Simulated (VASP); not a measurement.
Runs of VASP 6.6.1 on BaS. The structure is that of space group Fm-3m (No. 225), or close to it. The cells are those of the table. 

| cell | gap on the mesh (eV) | pressure (GPa) |
| --- | --- | --- |
| a = 4.155 Å, angles 60.0°, 2 atoms | 1.71 | (b) |
| a = 4.878 Å, angles 60.0°, 2 atoms | (c) | -5.7 |
| a = 4.427, b = 4.427, c = 4.336 Å, angles 60.7, 60.7, 58.6°, 2 atoms | 2.23 | (a) |
| a = 4.247, b = 4.247, c = 4.155 Å, angles 60.7, 60.7, 58.6°, 2 atoms | 1.75 | 18.2 |

Alike in all rows: task single point; level r2SCAN; potentials or basis VASP PAW PBE potentials, release 64 (Ba_sv, S); no spin polarisation; k mesh 6 × 6 × 6; cutoff (eV) 520; smearing gaussian 0.05 eV.

Problem. Fill in the values left out.

Solution. (a) 6.6; (b) 23.1; (c) 2.71.

Caveats: the PAW data sets were made with another functional, which shifts forces and pressure a little; spin-orbit coupling is left out, which moves the levels of the heavy elements; the cell stands under pressure (at least some runs); the cell stands under tension (at least some runs).

A k mesh can miss the band edges, and the runs leave out spin-orbit coupling on Ba.
